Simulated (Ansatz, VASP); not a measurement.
BaTiO3: VASP beside Ansatz

Contents of INCAR:

```
PREC = Accurate ; ENCUT = 520
EDIFF = 1E-6 ; ISMEAR = 0
SIGMA = 0.02 ; LREAL = False
LASPH = True ; NELM = 100
ALGO = Normal ; ISIF = 2
LWAVE = False ; LCHARG = False
GGA = PE ; IBRION = 2
NSW = 60 ; EDIFFG = -0.008
```

KPOINTS

```
Automatic mesh
0
Gamma
  8 8 6
```

POSCAR

```
BaTiO3
1.0
    3.9854497974      0.0000000000      0.0000000000
    0.0000000000      3.9854497974      0.0000000000
    0.0000000000      0.0000000000      4.3895043637
Ba Ti O
1 1 3
Direct
    0.5000000000      0.5000000000      0.6006785108
    0.0000000000      0.0000000000      0.1147671007
    0.0000000000      0.5000000000      0.0573251531
    0.5000000000      0.0000000000      0.0573251531
    0.0000000000      0.0000000000      0.5299010722
```

Input for Ansatz:

```yaml
crystal:
  lattice:
    - [3.9854497974, 0.0, 0.0]
    - [0.0, 3.9854497974, 0.0]
    - [0.0, 0.0, 4.3895043637]
  atoms:
    - { symbol: Ba, position: [0.5, 0.5, 0.6006785108] }
    - { symbol: Ti, position: [0.0, 0.0, 0.1147671007] }
    - { symbol: O, position: [0.0, 0.5, 0.0573251531] }
    - { symbol: O, position: [0.5, 0.0, 0.0573251531] }
    - { symbol: O, position: [0.0, 0.0, 0.5299010722] }
basis:
  ecutwfc: 420
kpoints:
  mp_grid: { grid: [8, 8, 6] }
hamiltonian:
  xc: pbe
scf:
  occupations: { method: gaussian, width: 0.02 }
output:
  forces: true
  stress: true
  eigenvalues: true
relax:
  adjacent_minimum: "off"
  f_tol: 0.008
  max_steps: 40
```

Change from the starting cell: strain along c alone, the other axes held, atoms relaxed: +4.5 %.

Alike in both runs: task relaxation of the atoms; functional PBE; k mesh 8 × 8 × 6; occupations gaussian, width 0.02 eV; no spin polarisation.

|  | VASP | Ansatz |
| --- | --- | --- |
| version | VASP 6.6.1 | Ansatz 0.2.0 |
| potentials or method | VASP PAW PBE potentials, release 64 (Ba_sv, Ti_sv, O), cutoff 520 eV | scalar-relativistic, plane waves, PAW |
| valence electrons in the cell | 40 | 40 |

|  | VASP | Ansatz | Ansatz less VASP |
| --- | --- | --- | --- |
| gap on the k mesh at the Fermi level, each at its own relaxed structure (eV) | 1.77 | 1.84 | +0.070 |

Ansatz's warnings: stress scf threshold loose.

Spin-orbit coupling is off throughout.
